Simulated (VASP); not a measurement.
Here is a VASP 6.6.1 calculation.

Contents of INCAR:

```
SYSTEM = Pt
ALGO     = Fast           ! electronic algorithm
EDIFF    = 1E-7           ! SCF threshold, eV
ENCUT    = 520            ! plane-wave cutoff, eV
GGA      = PS             ! functional
ISIF     = 2              ! what is computed and relaxed
ISMEAR   = 0              ! smearing method
LASPH    = .TRUE.         ! aspherical terms in the spheres
LCHARG   = .FALSE.        ! write CHGCAR
LREAL    = .FALSE.        ! projectors in reciprocal space
LWAVE    = .FALSE.        ! write WAVECAR
NBANDS   = 50             ! bands
NELM     = 60             ! most SCF steps
PREC     = Accurate       ! precision mode
SIGMA    = 0.15           ! smearing width, eV
```

The input KPOINTS:

```
k-points
0
G
  12 17 5
  0 0 0
```

The input POSCAR:

```
Pt
1.0
    3.9158000000      0.0000000000      0.0000000000
    0.0000000000      1.9579000000     -1.9579000000
    1.1747400000      7.8316000000      7.8316000000
Pt
8
Direct
   -0.2812500000      0.0000000000      0.9375000000
    0.4812500000      0.5000000000      0.0625000000
   -0.0562500000      0.0000000000      0.1875000000
    0.4062500000      0.5000000000      0.3125000000
   -0.1312500000      0.0000000000      0.4375000000
    0.3312500000      0.5000000000      0.5625000000
   -0.2062500000      0.0000000000      0.6875000000
    0.2562500000      0.5000000000      0.8125000000
```

Potentials or basis: VASP PAW PBE potentials, release 64 (Pt).

The run is started by

```console
$ cat potpaw_PBE.64/Pt/POTCAR > POTCAR
$ mpirun -np 1 vasp_std > vasp.out
```

(1) Estimate the pressure.

(2) What does it give for the band gap on the k mesh?

(3) What does it give for the largest force?

## Answers

(1) 25.3 GPa.

(2) zero (bands 40 and 41 overlap by 0.80 eV).

(3) 18.550 eV/Å.

Caveat: the cell differs from its parent crystal (the part above a cut slid along it); the stress differs along the axes, from 11 to 32 GPa; the PAW data sets were made with another functional, which shifts forces and pressure a little; spin-orbit coupling is left out, which moves the levels of the heavy elements.
